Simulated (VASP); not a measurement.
# Al in VASP: single point with PBE

Aim: the single point of Al with PBE.

Program: VASP 6.6.1. These are calculated values, not measurements. Logs are shortened: lines on timing, memory, paths and dates and some standing lists are left out, and cuts for length are marked.

### 1 The cell of the first run

The cell holds an amorphous packing of atoms, 24 atoms: a = 7.495 Å, b = 7.455 Å, c = 7.470 Å, α = 91.12°, β = 88.90°, γ = 91.83°.

### 2 Single point, PBE

Input file INCAR:

```
PREC = Accurate
ENCUT = 520
EDIFF = 1E-7
ISMEAR = 0
SIGMA = 0.1
LREAL = Auto
LASPH = T
NELM = 100
ALGO = Normal
ISIF = 2
LWAVE = F
LCHARG = F
GGA = PE
NBANDS = 54
ISYM = 0
```

Input file KPOINTS:

```
Automatic mesh
0
Gamma
  2 2 2
  0.5 0.5 0.5
```

Input file POSCAR:

```
Al
1.0
    7.4934463710     -0.1204618767      0.0730706132
   -0.1174026162      7.4540575688     -0.0719811487
    0.0694095852     -0.0721990620      7.4695923500
Al
24
Direct
    0.7982706671      0.8625472635      0.1225562349
    0.0196994136      0.6195790495      0.5714130951
    0.6559380641      0.4585188181      0.5496894255
    0.7123307763      0.8075981871      0.4747601330
    0.7556974008      0.1727946118      0.3425391900
    0.9210069656      0.9057649268      0.7781899573
    0.2040346409      0.3115842428      0.1456605284
    0.5158385386      0.1204724890      0.0521204814
    0.9079289134      0.5221496210      0.2369172051
    0.8775741129      0.2167617348      0.9980562981
    0.9634510837      0.2703992849      0.6457302870
    0.3797706875      0.7183740465      0.6252686993
    0.1603566686      0.9589215130      0.0685067713
    0.4717846751      0.7674646823      0.9757210234
    0.4164982840      0.0123949795      0.3880421987
    0.2598613930      0.0670894002      0.7325564324
    0.6260902203      0.1018582792      0.6981377109
    0.4205079661      0.4050539220      0.8413607807
    0.5483025441      0.4722929173      0.1951990870
    0.7680879370      0.5571502103      0.8838032800
    0.1279258705      0.6066801504      0.9258759942
    0.2961490155      0.3609744766      0.4958549577
    0.0501111919      0.9755404566      0.4229923811
    0.2554885544      0.6740760830      0.2802925735
```

Potentials or basis: VASP PAW PBE potentials, release 64 (Al).

On the command line:

```sh
cat potpaw_PBE.64/Al/POTCAR > POTCAR
mpirun -np 1 vasp_std > vasp.out
```

OUTCAR:

```text
PREC = Accurate
   ENCUT = 520
   EDIFF = 1E-7
   ISMEAR = 0
   LREAL = Auto
   LASPH = T
   NELM = 100
   ISIF = 2
   GGA = PE
   ISYM = 0

 ion  position               nearest neighbor table
   1  0.798  0.863  0.123-   4 2.73   6 2.74  14 2.77  13 2.81   5 2.83   9 2.84  10 2.86  20 2.87
                             8 2.97  23 3.05
   2  0.020  0.620  0.571-  11 2.69   6 2.72   9 2.73  21 2.79  24 2.80  12 2.81   4 2.85  23 2.90
                            22 2.91   3 2.95  20 3.01
   3  0.656  0.459  0.550-   4 2.69   5 2.72  20 2.73  19 2.79  18 2.80  22 2.80  11 2.85  17 2.90
                            12 2.92   2 2.95   9 3.01
   4  0.712  0.808  0.475-   3 2.69   1 2.73  12 2.78  23 2.81  17 2.81  15 2.82   2 2.85   6 2.85
                             5 2.92   9 3.13
   5  0.756  0.173  0.343-   3 2.72  10 2.74  23 2.77  15 2.79   1 2.83  11 2.84   8 2.86  17 2.86
                             4 2.92   9 2.93  19 3.00
   6  0.921  0.906  0.778-   2 2.72   1 2.74  17 2.77  16 2.79  10 2.84   4 2.85  13 2.85  23 2.86
                            11 2.92  20 2.92  21 3.00
   7  0.204  0.312  0.146-  13 2.69  22 2.73  10 2.77   9 2.82  19 2.84   8 2.84  21 2.85  18 2.85
                            24 2.88  15 3.36
   8  0.516  0.120  0.052-  14 2.69  15 2.73  17 2.76  18 2.79  10 2.81  19 2.82   7 2.84   5 2.86
                            13 2.89   1 2.97  16 3.10
   9  0.908  0.522  0.237-   2 2.73  19 2.73   7 2.82  24 2.83   1 2.84  10 2.87  20 2.88  21 2.89
[... 17 lines left out ...]
  18  0.421  0.405  0.841-  21 2.75  22 2.77   8 2.79   3 2.80  20 2.83   7 2.85  19 2.86  16 2.87
                            14 2.88  12 2.89  17 2.95
  19  0.548  0.472  0.195-   9 2.73  24 2.76   3 2.79   8 2.82   7 2.84  14 2.85  18 2.86  20 2.89
                             5 3.00  22 3.02
  20  0.768  0.557  0.884-   3 2.73  21 2.73  14 2.83  18 2.83  10 2.84   1 2.87   9 2.88  19 2.89
                             6 2.92   2 3.01  11 3.14
  21  0.128  0.607  0.926-  20 2.73  18 2.75   2 2.79  13 2.82  14 2.84   7 2.85  24 2.86   9 2.89
                             6 3.00  12 3.02
  22  0.296  0.361  0.496-   7 2.73  18 2.77  11 2.78   3 2.80  16 2.85  12 2.87  15 2.87  24 2.89
                             2 2.91  19 3.02
  23  0.050  0.976  0.423-  15 2.76  13 2.76   5 2.77   4 2.81  11 2.82   6 2.86  16 2.88   2 2.90
                            24 2.94   1 3.05
  24  0.255  0.674  0.280-  19 2.76  12 2.77  13 2.79   2 2.80   9 2.83  14 2.85  21 2.86  15 2.87
                             7 2.88  22 2.89  23 2.94

IMPORTANT INFORMATION: All symmetrisations will be switched off!
NOSYMM: (Re-)initialisation of all symmetry stuff for point group C_1.

----------------------------------------------------------------------------------------

                                     Primitive cell

  volume of cell :     417.0447

  direct lattice vectors                    reciprocal lattice vectors
     7.493446371 -0.120461877  0.073070613     0.133495454  0.002090791 -0.001220269
    -0.117402616  7.454057569 -0.071981149     0.002144915  0.134201238  0.001277222
     0.069409585 -0.072199062  7.469592350    -0.001285238  0.001272785  0.133900360

  length of vectors
     7.494770770  7.455329563  7.470263735     0.133517402  0.134224455  0.133912576

  position of ions in fractional coordinates (direct lattice)
     0.798270667  0.862547263  0.122556235
     0.019699414  0.619579049  0.571413095
     0.655938064  0.458518818  0.549689425
     0.712330776  0.807598187  0.474760133
     0.755697401  0.172794612  0.342539190
     0.921006966  0.905764927  0.778189957
[... 16 lines left out ...]
     0.050111192  0.975540457  0.422992381
     0.255488554  0.674076083  0.280292573

  ion indices of the primitive-cell ions
   primitive index   ion index
                 1           1
                 2           2
                 3           3
                 4           4
                 5           5
                 6           6
[... 16 lines left out ...]
                23          23
                24          24

----------------------------------------------------------------------------------------

 KPOINTS: Automatic mesh

Automatic generation of k-mesh.
 Grid dimensions read from file:
 generate k-points for:    2    2    2

 Generating k-lattice:

  Cartesian coordinates                     Fractional coordinates (reciprocal lattice)
     0.066747727  0.001045396 -0.000610134     0.500000000  0.000000000  0.000000000
     0.001072458  0.067100619  0.000638611     0.000000000  0.500000000 -0.000000000
    -0.000642619  0.000636392  0.066950180    -0.000000000  0.000000000  0.500000000

  Length of vectors
     0.066758701  0.067112227  0.066956288

  Shift w.r.t. Gamma in fractional coordinates (k-lattice)
     0.500000000  0.500000000  0.500000000

 Subroutine IBZKPT returns following result:
 ===========================================

 Found      4 irreducible k-points:

 Following reciprocal coordinates:
            Coordinates               Weight
  0.250000  0.250000  0.250000      2.000000
 -0.250000  0.250000  0.250000      2.000000
  0.250000 -0.250000  0.250000      2.000000
 -0.250000 -0.250000  0.250000      2.000000
   k-points           NKPTS =      4   k-points in BZ     NKDIM =      4   number of bands    NBANDS=     54
   number of dos      NEDOS =    301   number of ions     NIONS =     24
   total plane-waves  NPLWV = 175616
   dimension x,y,z NGX =    56 NGY =   56 NGZ =   56
   dimension x,y,z NGXF=   112 NGYF=  112 NGZF=  112
   ions per type =              24
   NGX,Y,Z   is equivalent  to a cutoff of  12.42, 12.49, 12.46 a.u.
   NGXF,Y,Z  is equivalent  to a cutoff of  24.84, 24.97, 24.92 a.u.
 SYSTEM =  unknown system
   PREC   = accura    normal or accurate (medium, high low for compatibility)
   ISTART =      0    job   : 0-new  1-cont  2-samecut
   ICHARG =      2    charge: 1-file 2-atom 10-const
   ISPIN  =      1    spin polarized calculation?
   LNONCOLLINEAR =      F non collinear calculations
   LSORBIT =      F    spin-orbit coupling
   LASPH  =      T    aspherical Exc in radial PAW
   ENCUT  =  520.0 eV  38.22 Ry    6.18 a.u.  13.94 13.86 13.89*2*pi/ulx,y,z
   NELM   =    100;   NELMIN=  2; NELMDL= -5     # of ELM steps
   EDIFF  = 0.1E-06   stopping-criterion for ELM
   LREAL  =      T    real-space projection
   EDIFFG = 0.1E-05   stopping-criterion for IOM
   NSW    =      0    number of steps for IOM
   IBRION =     -1    ionic relax: 0-MD 1-quasi-New 2-CG
   NFREE  =      0    steps in history (QN), initial steepest desc. (CG)
   ISIF   =      2    stress and relaxation
   ISYM   =      0    0-nonsym 1-usesym 2-fastsym
   POTIM  = 0.5000    time-step for ionic-motion
   TEBEG  =    0.0;   TEEND  =   0.0 temperature during run
   PSTRESS=    0.0 pullay stress
   NELECT =      72.0000    total number of electrons
   NUPDOWN=      -1.0000    fix difference up-down
   EMIN   =  10.00;   EMAX   =-10.00  energy-range for DOS
   EFERMI =   0.00;   METHOD = LEGACY
   ISMEAR =     0;   SIGMA  =   0.10  broadening in eV -4-tet -1-fermi 0-gaus
   EFERMI_NEDOS =   21; number of points for ismear=-14 and -15
   IALGO  =     38    algorithm
   IMIX   =      4    mixing-type and parameters
     AMIX     =   0.40;   BMIX     =  1.00
     AMIX_MAG =   1.60;   BMIX_MAG =  1.00
  volume/ion in A,a.u.               =      17.38       117.26
  Fermi-wavevector in a.u.,A,eV,Ry     =   0.911573  1.722623 11.305970  0.830965
  Thomas-Fermi vector in A             =   2.035868
   LORBIT       =      0    0 simple, 1 ext, 2 COOP (PROOUT), +10 PAW based schemes
   GGA     = PE    functional components
   LHFCALC =     F    Hartree Fock is set to
   AEXX    =    0.0000 exact exchange contribution
   IVDW    =     0    specifies the selected vdW correction
   LEPSILON=     F    determine dielectric tensor
   LRPA    =     F    only Hartree local field effects (RPA)
 non-spin polarized calculation
 Gauss-broadening in eV      SIGMA  =   0.10
  energy-cutoff  :      520.00
  volume of cell :      417.04
 maximum number of plane-waves:     11256
   NGX = 27   NGY = 27   NGZ = 27

 number of electron      72.0000000 magnetization

 Free energy of the ion-electron system (eV)
  ---------------------------------------------------
  ext. energy  EPLUGINS =         0.00000000
  ---------------------------------------------------
  free energy    TOTEN  =       -89.77915130 eV

  energy without entropy =      -89.76368897  energy(sigma->0) =      -89.77142013

 E-fermi :   7.2911     XC(G=0):  -9.9849

 val. band max:        7.1974864806   @ k =  -0.2500   0.2500   0.2500
 cond. band min:       7.4055881195   @ k =   0.2500   0.2500   0.2500
 fundamental gap:      0.2081016388
 Fermi energy:         7.2911452024

 k-point     1 :       0.2500    0.2500    0.2500
  band No.  band energies     occupation
      1      -2.8818      2.00000
      2      -1.6895      2.00000
      3      -1.6220      2.00000
      4      -1.5083      2.00000
      5      -0.4284      2.00000
      6      -0.2734      2.00000
[... 40 lines left out ...]
     47       9.2878      0.00000
     48       9.5972      0.00000

 k-point     2 :      -0.2500    0.2500    0.2500
  band No.  band energies     occupation
      1      -2.8882      2.00000
      2      -1.7312      2.00000
      3      -1.6143      2.00000
      4      -1.4188      2.00000
      5      -0.4398      2.00000
      6      -0.3434      2.00000
[... 40 lines left out ...]
     47       9.5289      0.00000
     48       9.5988      0.00000

 k-point     3 :       0.2500   -0.2500    0.2500
  band No.  band energies     occupation
      1      -2.9128      2.00000
      2      -1.6968      2.00000
      3      -1.5554      2.00000
      4      -1.3918      2.00000
      5      -0.4533      2.00000
      6      -0.3333      2.00000
[... 40 lines left out ...]
     47       9.5997      0.00000
     48       9.6666      0.00000

 k-point     4 :      -0.2500   -0.2500    0.2500
  band No.  band energies     occupation
      1      -2.8822      2.00000
      2      -1.6982      2.00000
      3      -1.5972      2.00000
      4      -1.5244      2.00000
      5      -0.4236      2.00000
      6      -0.2542      2.00000
[... 40 lines left out ...]
     47       9.5854      0.00000
     48       9.6183      0.00000
 [bands above 48 left out]

------------------------ aborting loop because EDIFF is reached ----------------------------------------

  FORCE on cell =-STRESS in cart. coord.  units (eV):
  Direction    XX          YY          ZZ          XY          YZ          ZX
  --------------------------------------------------------------------------------------
  -------------------------------------------------------------------------------------
  Total       -0.1462151     -0.2060543     -0.0711150     -0.4640654      0.4193524     -0.1911065
  in kB       -0.5617204     -0.7916072     -0.2732053     -1.7828187      1.6110428     -0.7341814
  external PRESSURE =      -0.5421776 kB  Pullay stress =       0.0000000 kB

 VOLUME and BASIS-vectors are now :
 -----------------------------------------------------------------------------
  energy-cutoff  :      520.00
  volume of cell :      417.04
      direct lattice vectors                 reciprocal lattice vectors
     7.493446371 -0.120461877  0.073070613     0.133495454  0.002090791 -0.001220269
    -0.117402616  7.454057569 -0.071981149     0.002144915  0.134201238  0.001277222
     0.069409585 -0.072199062  7.469592350    -0.001285238  0.001272785  0.133900360

 POSITION                                       TOTAL-FORCE (eV/Angst)
 -----------------------------------------------------------------------------------
      5.88904      6.32447      0.91169         0.003582      0.020526      0.007686
      0.11454      4.57475      4.22506         0.007491      0.009813     -0.002598
      4.89956      3.29912      4.12088        -0.003560     -0.008510      0.011283
      5.27595      5.89980      3.54018        -0.005302      0.015176      0.006535
      5.66627      1.17226      2.60141         0.012890     -0.009823     -0.010969
      6.84919      6.58449      5.81486        -0.015264      0.014680      0.012994
[... 16 lines left out ...]
      0.29033      7.23516      3.09302        -0.028628      0.002989     -0.019289
      1.85481      4.97359      2.06382         0.013655     -0.003729     -0.008823
 -----------------------------------------------------------------------------------
    total drift:                                0.005658     -0.001278      0.015366

  FREE ENERGIE OF THE ION-ELECTRON SYSTEM (eV)
  ---------------------------------------------------
  free  energy   TOTEN  =       -89.7791512987 eV

  energy  without entropy=      -89.7636889667  energy(sigma->0) =      -89.77142013
```

It took 95 s on 1 thread of Intel Xeon Platinum 8375C at 2.90GHz (Ice Lake), shared host; peak memory 0.39 GiB.

Results:

* Free energy: -89.7792 eV
* Pressure: -0.1 GPa
* Largest force: 0.035 eV/Å
* Band gap on the k mesh: zero (band 36 reaches 7.45 eV, above the bottom of band 37 at 7.08 eV)

Forces in eV/Å, atoms in the order of the input:
```
Al   0.004  0.021  0.008
Al   0.007  0.010 -0.003
Al  -0.004 -0.009  0.011
Al  -0.005  0.015  0.007
Al   0.013 -0.010 -0.011
Al  -0.015  0.015  0.013
Al   0.014  0.010 -0.003
Al   0.016  0.008  0.000
Al   0.014 -0.004  0.015
Al   0.008 -0.028 -0.012
Al   0.008 -0.014 -0.009
Al  -0.013 -0.031  0.002
Al  -0.024 -0.022  0.008
Al  -0.015 -0.009  0.002
Al  -0.001  0.002 -0.009
Al  -0.006  0.002  0.015
Al   0.032  0.008  0.013
Al  -0.008  0.009 -0.015
Al  -0.035  0.000  0.002
Al  -0.016 -0.003 -0.013
Al   0.031  0.003  0.002
Al   0.012  0.027  0.006
Al  -0.029  0.003 -0.019
Al   0.014 -0.004 -0.009
```

Stress tensor (GPa, compression positive):
```
-0.06 -0.18 -0.07
-0.18 -0.08  0.16
-0.07  0.16 -0.03
```

Caveat: the k points lie up to 0.42 Å⁻¹ apart.
